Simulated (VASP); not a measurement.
A run of VASP 6.6.1:

INCAR

```
  ALGO = Normal
  EDIFF = 1E-7
  EDIFFG = -0.01
  ENCUT = 600
  GGA = PS
  IBRION = 2
  ISIF = 3
  ISMEAR = -1
  LASPH = True
  LCHARG = False
  LREAL = False
  LWAVE = False
  NELM = 60
  NSW = 100
  PREC = Accurate
  SIGMA = 0.03
```

The input KPOINTS:

```
k-points
0
Gamma
  6 6 6
```

POSCAR

```
LiH
1.0
    4.0172387800      0.0000000000      0.0000000000
    0.0000000000      4.0172387800      0.0000000000
    0.0000000000      0.0000000000      4.0172387800
Li H
4 4
Direct
    0.8630876900      0.6369123100      0.3630876900
    0.6369123100      0.3630876900      0.8630876900
    0.3630876900      0.8630876900      0.6369123100
    0.1369123100      0.1369123100      0.1369123100
    0.1586982700      0.3413017300      0.6586982700
    0.3413017300      0.6586982700      0.1586982700
    0.6586982700      0.1586982700      0.3413017300
    0.8413017300      0.8413017300      0.8413017300
```

Potentials or basis: VASP PAW PBE potentials, release 64 (Li_sv, H).

Launch:

```bash
$ cat potpaw_PBE.64/Li_sv/POTCAR potpaw_PBE.64/H/POTCAR > POTCAR
$ mpirun -np 1 vasp_std > vasp.out
```

Hardware: 1 thread of Intel(R) Xeon(R) 6975P-C (Granite Rapids), with other jobs on the host.

Question: Estimate the wall time of this run.

Answer: Run time: 83 s on 1 thread of Intel(R) Xeon(R) 6975P-C (Granite Rapids) (shared host), peak memory 0.18 GiB. Counts: scf iterations 138, k points 24, ion steps 16.
